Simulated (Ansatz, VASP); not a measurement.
This is a calculation of CuO for VASP 6.6.1.

File INCAR:

```
PREC = Accurate
ENCUT = 520
EDIFF = 1E-6
ISMEAR = -1
SIGMA = 0.05
LREAL = F
LASPH = T
NELM = 80
ALGO = Normal
ISIF = 2
LWAVE = F
LCHARG = F
GGA = PE
NBANDS = 25
```

Contents of KPOINTS:

```
regular mesh
0
Gamma
  10 10 6
```

POSCAR

```
CuO
1.0
    0.0000000000     -2.1444126677     -2.1444126677
   -2.1444126677      0.0000000000     -2.1444126677
    2.1444126677      2.1444126677     -4.2888253355
Cu O
2 2
Direct
    0.5038875400      0.4769880100      0.4880064000
    0.0038875400      0.9769880100      0.9880064000
    0.7461124600      0.7730119900      0.7619936000
    0.2461124600      0.2730119900      0.2619936000
```

Potentials or basis: VASP PAW PBE potentials, release 64 (Cu, O).

Run with:

```bash
$ cat potpaw_PBE.64/Cu/POTCAR potpaw_PBE.64/O/POTCAR > POTCAR
$ mpirun -np 1 vasp_std > vasp.out
```

Translate it to Ansatz 0.2.0. Potentials there: all-electron LAPW, scalar-relativistic.

As run (the cutoff follows the program's own potentials):

input.yaml

```yaml
crystal:
  lattice:
    - [0.0, -2.1444126677, -2.1444126677]
    - [-2.1444126677, 0.0, -2.1444126677]
    - [2.1444126677, 2.1444126677, -4.2888253355]
  atoms:
    - { symbol: Cu, position: [0.50388754, 0.47698801, 0.4880064] }
    - { symbol: Cu, position: [0.00388754, 0.97698801, 0.9880064] }
    - { symbol: O, position: [0.74611246, 0.77301199, 0.7619936] }
    - { symbol: O, position: [0.24611246, 0.27301199, 0.2619936] }
kpoints:
  mp_grid: { grid: [10, 10, 6] }
scf:
  occupations: { method: fermi_dirac, width: 0.05 }
hamiltonian:
  xc: pbe
  pseudopotentials: { kind: all_electron, lapw: { basis_error: 0.001 } }
output:
  forces: true
  stress: true
  eigenvalues: true
```

Potentials or basis: all-electron LAPW, scalar-relativistic.

The run is started by

```console
$ ansatz run input.yaml --threads 2 --pin off --max-ram 6144MiB --backend cpu --events-out ev --progress --plain --runs-dir out
```

Both were run:

|  | VASP | Ansatz | Ansatz less VASP |
| --- | --- | --- | --- |
| gap on the k mesh at the Fermi level (eV) | none | none | - |
| pressure (GPa) | -1.1 | -1.4 | -0.32 |
| traceless stress, the component that is largest in VASP (GPa) | 4.32 | 4.09 | -0.229 |
| rms of the force components (eV/Å) | 0.599 | 0.573 | -0.0259 |

Atom by atom the forces differ by 0.026 eV/Å (rms over components). A gap of «none» marks a metal or a gap that the smearing closes. Ansatz ran all-electron here, and VASP with PAW potentials.
